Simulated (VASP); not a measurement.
# ScTa2 (P-3m1) in VASP: notebook

The runs below take ScTa2 through single point, relaxation of cell and atoms, with PBE.

Everything below comes from runs of VASP 6.6.1. Logs are shortened: lines on timing, memory, paths and dates and some standing lists are left out, and cuts for length are marked.

### Step 1. The cell of the first run

Symmetry: P-3m1, No. 164, trigonal system. The conventional cell has a = 4.015 Å, b = 4.015 Å, c = 4.337 Å, α = 90.00°, β = 90.00°, γ = 120.00°. Within 4.1 Å of Sc (site symmetry -3m) lie 12 Ta at 3.15 to 3.20 Å and 6 Sc at 4.01 Å. Within 3.1 Å of Ta (site symmetry 3m) lie 3 Ta at 2.32 Å.

### Step 2. Single point, PBE

Input file INCAR:

```
ALGO = Normal
EDIFF = 1E-7
ENCUT = 520
GGA = PE
ISIF = 2
ISMEAR = 0
LASPH = True
LCHARG = False
LREAL = False
LWAVE = False
NBANDS = 24
NELM = 60
PREC = Accurate
SIGMA = 0.1
```

Input file KPOINTS:

```
k-points
0
Gamma
  6 6 4
```

Input file POSCAR:

```
ScTa2
1.0
    4.0145788800      0.0000000000      0.0000000000
   -2.0072894400      3.4767272900      0.0000000000
    0.0000000000      0.0000000000      4.3372394900
Sc Ta
1 2
Direct
    0.0000000000      0.0000000000      0.0000000000
    0.3333333300      0.6666666700      0.5087273300
    0.6666666700      0.3333333300      0.4912726700
```

Potentials or basis: VASP PAW PBE potentials, release 64 (Sc_sv, Ta_pv).

On the command line:

```sh
$ cat potpaw_PBE.64/Sc_sv/POTCAR potpaw_PBE.64/Ta_pv/POTCAR > POTCAR
$ mpirun -np 1 vasp_std > vasp.out
```

OUTCAR:

```text
EDIFF = 1E-7
   ENCUT = 520
   GGA = PE
   ISIF = 2
   ISMEAR = 0
   LASPH = True
   LREAL = False
   NELM = 60
   PREC = Accurate

 ion  position               nearest neighbor table
   1  0.000  0.000  0.000-   2 3.15   3 3.15   2 3.15   3 3.15   3 3.15   2 3.15   2 3.20   3 3.20
                             3 3.20   2 3.20   2 3.20   3 3.20
   2  0.333  0.667  0.509-   3 2.32   3 2.32   3 2.32   1 3.15   1 3.15   1 3.15   1 3.20   1 3.20
                             1 3.20
   3  0.667  0.333  0.491-   2 2.32   2 2.32   2 2.32   1 3.15   1 3.15   1 3.15   1 3.20   1 3.20
                             1 3.20

  LATTYP: Found a hexagonal cell.
 ALAT       =     4.0145788800
 C/A-ratio  =     1.0803722183

  Lattice vectors:

 A1 = (   4.0145788800,   0.0000000000,   0.0000000000)
 A2 = (  -2.0072894400,   3.4767272900,   0.0000000000)
 A3 = (   0.0000000000,   0.0000000000,   4.3372394900)

Analysis of symmetry for initial positions (statically):
=====================================================================
 Subroutine PRICEL returns:
 Original cell was already a primitive cell.

 Routine SETGRP: Setting up the symmetry group for a
 hexagonal supercell.

 Subroutine GETGRP returns: Found 12 space group operations
 (whereof 12 operations were pure point group operations)
 out of a pool of 24 trial point group operations.

The static configuration has the point symmetry D_3d.

Analysis of symmetry for dynamics (positions and initial velocities):
=====================================================================
 Subroutine PRICEL returns:
 Original cell was already a primitive cell.

 Routine SETGRP: Setting up the symmetry group for a
 hexagonal supercell.

 Subroutine GETGRP returns: Found 12 space group operations
 (whereof 12 operations were pure point group operations)
 out of a pool of 24 trial point group operations.

The dynamic configuration has the point symmetry D_3d.

 Subroutine INISYM returns: Found 12 space group operations
 (whereof 12 operations are pure point group operations),
 and found     1 'primitive' translations

[... 88 lines left out ...]
   ICHARG =      2    charge: 1-file 2-atom 10-const
   ISPIN  =      1    spin polarized calculation?
   LNONCOLLINEAR =      F non collinear calculations
   LSORBIT =      F    spin-orbit coupling
   LASPH  =      T    aspherical Exc in radial PAW
   ENCUT  =  520.0 eV  38.22 Ry    6.18 a.u.   7.46  7.46  8.06*2*pi/ulx,y,z
   NELM   =     60;   NELMIN=  2; NELMDL= -5     # of ELM steps
   EDIFF  = 0.1E-06   stopping-criterion for ELM
   LREAL  =      F    real-space projection
   EDIFFG = 0.1E-05   stopping-criterion for IOM
   NSW    =      0    number of steps for IOM
   IBRION =     -1    ionic relax: 0-MD 1-quasi-New 2-CG
   NFREE  =      0    steps in history (QN), initial steepest desc. (CG)
   ISIF   =      2    stress and relaxation
   ISYM   =      2    0-nonsym 1-usesym 2-fastsym
   POTIM  = 0.5000    time-step for ionic-motion
   TEBEG  =    0.0;   TEEND  =   0.0 temperature during run
   PSTRESS=    0.0 pullay stress
   NELECT =      33.0000    total number of electrons
   NUPDOWN=      -1.0000    fix difference up-down
   EMIN   =  10.00;   EMAX   =-10.00  energy-range for DOS
   EFERMI =   0.00;   METHOD = LEGACY
   ISMEAR =     0;   SIGMA  =   0.10  broadening in eV -4-tet -1-fermi 0-gaus
   EFERMI_NEDOS =   21; number of points for ismear=-14 and -15
   IALGO  =     38    algorithm
   IMIX   =      4    mixing-type and parameters
     AMIX     =   0.40;   BMIX     =  1.00
     AMIX_MAG =   1.60;   BMIX_MAG =  1.00
  volume/ion in A,a.u.               =      20.18       136.18
  Fermi-wavevector in a.u.,A,eV,Ry     =   1.337329  2.527185 24.333310  1.788448
  Thomas-Fermi vector in A             =   2.465886
   LORBIT       =      0    0 simple, 1 ext, 2 COOP (PROOUT), +10 PAW based schemes
   GGA     = PE    functional components
   LHFCALC =     F    Hartree Fock is set to
   AEXX    =    0.0000 exact exchange contribution
   IVDW    =     0    specifies the selected vdW correction
   LEPSILON=     F    determine dielectric tensor
   LRPA    =     F    only Hartree local field effects (RPA)
 non-spin polarized calculation
 Gauss-broadening in eV      SIGMA  =   0.10
  energy-cutoff  :      520.00
  volume of cell :       60.54
 maximum number of plane-waves:      1660
 NGX is ok and might be reduce to    30
   NGX = 15   NGY = 15   NGZ = 17

 number of electron      33.0000000 magnetization

 Free energy of the ion-electron system (eV)
  ---------------------------------------------------
  ext. energy  EPLUGINS =         0.00000000
  ---------------------------------------------------
  free energy    TOTEN  =       -25.84277981 eV

  energy without entropy =      -25.82706822  energy(sigma->0) =      -25.83492401

 E-fermi :   4.5341     XC(G=0): -11.3719

 val. band max:        4.5258541034   @ k =   0.3333   0.3333   0.0000
 cond. band min:       4.5469749011   @ k =   0.3333   0.1667   0.0000
 fundamental gap:      0.0211207977
 Fermi energy:         4.5340760394

 k-point     1 :       0.0000    0.0000    0.0000
  band No.  band energies     occupation
      1     -44.8279      2.00000
      2     -30.4320      2.00000
      3     -30.4320      2.00000
      4     -29.2748      2.00000
      5     -28.3795      2.00000
      6     -27.6798      2.00000
[... 637 lines left out ...]
     23       7.8538      0.00000
     24       8.0452      0.00000

------------------------ aborting loop because EDIFF is reached ----------------------------------------

  FORCE on cell =-STRESS in cart. coord.  units (eV):
  Direction    XX          YY          ZZ          XY          YZ          ZX
  --------------------------------------------------------------------------------------
  -------------------------------------------------------------------------------------
  Total       15.1452074     15.1452073     -5.0621590      0.0000000      0.0000000     -0.0000000
  in kB      400.8314417    400.8314404   -133.9745604      0.0000000      0.0000000     -0.0000000
  external PRESSURE =     222.5627739 kB  Pullay stress =       0.0000000 kB

 VOLUME and BASIS-vectors are now :
 -----------------------------------------------------------------------------
  energy-cutoff  :      520.00
  volume of cell :       60.54
      direct lattice vectors                 reciprocal lattice vectors
     4.014578880  0.000000000  0.000000000     0.249092129  0.143813408  0.000000000
    -2.007289440  3.476727290  0.000000000     0.000000000  0.287626816  0.000000000
     0.000000000  0.000000000  4.337239490     0.000000000  0.000000000  0.230561398

 POSITION                                       TOTAL-FORCE (eV/Angst)
 -----------------------------------------------------------------------------------
      0.00000      0.00000      0.00000        -0.000000      0.000000      0.000000
     -0.00000      2.31782      2.20647        -0.000000      0.000000     -0.193526
      2.00729      1.15891      2.13077         0.000000      0.000000      0.193526
 -----------------------------------------------------------------------------------
    total drift:                               -0.000000      0.000000     -0.000000

  FREE ENERGIE OF THE ION-ELECTRON SYSTEM (eV)
  ---------------------------------------------------
  free  energy   TOTEN  =       -25.8427798053 eV

  energy  without entropy=      -25.8270682153  energy(sigma->0) =      -25.83492401
```

OSZICAR:

```text
N       E                     dE             d eps       ncg     rms          rms(c)
DAV:   1     0.322524749933E+03    0.32252E+03   -0.16435E+04  1152   0.142E+03
DAV:   2    -0.919997278457E+01   -0.33172E+03   -0.32179E+03  1152   0.459E+02
DAV:   3    -0.276711470805E+02   -0.18471E+02   -0.16503E+02  1752   0.949E+01
DAV:   4    -0.283310081543E+02   -0.65986E+00   -0.65132E+00  1488   0.181E+01
DAV:   5    -0.283474269273E+02   -0.16419E-01   -0.16399E-01  1672   0.300E+00    0.240E+01
DAV:   6    -0.261454175207E+02    0.22020E+01   -0.67258E+00  1784   0.199E+01    0.143E+01
DAV:   7    -0.259836766627E+02    0.16174E+00   -0.14233E+00  1800   0.925E+00    0.729E+00
DAV:   8    -0.258793665209E+02    0.10431E+00   -0.71576E-01  1840   0.793E+00    0.133E+00
DAV:   9    -0.258662385105E+02    0.13128E-01   -0.38365E-01  1816   0.578E+00    0.909E-01
DAV:  10    -0.258434907153E+02    0.22748E-01   -0.35460E-02  1792   0.164E+00    0.206E-01
DAV:  11    -0.258431682157E+02    0.32250E-03   -0.11639E-03  1592   0.282E-01    0.136E-01
DAV:  12    -0.258427849287E+02    0.38329E-03   -0.14968E-03  1832   0.346E-01    0.175E-02
DAV:  13    -0.258427805722E+02    0.43565E-05   -0.46833E-05  1592   0.654E-02    0.758E-03
DAV:  14    -0.258427802357E+02    0.33652E-06   -0.22074E-06  1640   0.103E-02    0.391E-03
DAV:  15    -0.258427797945E+02    0.44114E-06   -0.83911E-07  1680   0.848E-03    0.121E-03
DAV:  16    -0.258427798053E+02   -0.10806E-07   -0.21763E-08   816   0.153E-03
   1 F= -.25842780E+02 E0= -.25834924E+02  d E =-.157116E-01
```

stdout:

```text
POSCAR found type information on POSCAR ScTa
 POSCAR found :  2 types and       3 ions
 scaLAPACK will be used
 LDA part: xc-table for (Slater+PW92), standard interpolation
 POSCAR, INCAR and KPOINTS ok, starting setup
 FFT: planning ... GRIDC
 FFT: planning ... GRID_SOFT
 FFT: planning ... GRID
 WAVECAR not read
 entering main loop
```

Run time: 22 s. Hardware: 1 thread of AMD EPYC 9R45 (Zen 5), shared host; peak memory 0.16 GiB.

Results:

- Free energy: -25.8428 eV
- Pressure: 22.3 GPa
- Largest force: 0.194 eV/Å

Forces on the atoms (eV/Å):
```
Sc   0.000  0.000  0.000
Ta   0.000  0.000 -0.194
Ta   0.000  0.000  0.194
```

Stress tensor (GPa, compression positive):
```
 40.08   0.00   0.00
  0.00  40.08   0.00
  0.00   0.00 -13.40
```

Caveat: the k points lie up to 0.36 Å⁻¹ apart; spin-orbit coupling is left out, which moves the levels of the heavy elements.

[end of part 1 of 3]
